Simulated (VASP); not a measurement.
Set up this calculation in VASP 6.6.1, as the native input.

- Task: single point
- Functional: PBEsol
- Potentials or basis: VASP PAW PBE potentials, release 64 (Ca_sv)
- Cutoff: 520 eV
- k mesh: 16 × 16 × 16
- Occupations: gaussian, width 0.15 eV
- Spin: no spin polarisation
- Dipole correction: no
- Further INCAR settings: ALGO = Fast; EDIFF = 1e-07; NBANDS = 11

The structure of Ca lies in POSCAR:

```
Ca
1.0
   -2.3240000000      2.1560000000      2.2400000000
    2.3240000000     -2.1560000000      2.2400000000
    2.3240000000      2.1560000000     -2.2400000000
Ca
1
Direct
    0.0000000000      0.0000000000      0.0000000000
```

This cell differs from its parent crystal: strain +0.0375 x Voigt [1, -1, 0, 0, 0, 0].

The input as run:

INCAR

```
SYSTEM = Ca
ALGO = Fast
EDIFF = 1E-7
ENCUT = 520
GGA = PS
ISIF = 2
ISMEAR = 0
LASPH = .True.
LCHARG = .True.
LELF = .True.
LREAL = .False.
LVHAR = .True.
LWAVE = .False.
NBANDS = 11
NELM = 100
PREC = Accurate
SIGMA = 0.15
```

KPOINTS

```
k-points
0
Gamma
  16 16 16
  0 0 0
```

Potentials or basis: VASP PAW PBE potentials, release 64 (Ca_sv).

Launch:

```console
$ cat potpaw_PBE.64/Ca_sv/POTCAR > POTCAR
$ mpirun -np 1 vasp_std > vasp.out
```

It gave:

| Item | Value |
| --- | --- |
| Pressure | -1.5 GPa |
| Band gap on the k mesh | zero (band 5 reaches 2.00 eV, above the bottom of band 6 at 1.52 eV) |

Caveat: the cell differs from its parent crystal (strain +0.0375 x Voigt [1, -1, 0, 0, 0, 0]); the PAW data sets were made with another functional, which shifts forces and pressure a little.

Run time: 4.4 min on 1 thread of Intel(R) Xeon(R) Platinum 8488C (Sapphire Rapids), on a shared host, peak memory 0.41 GiB.
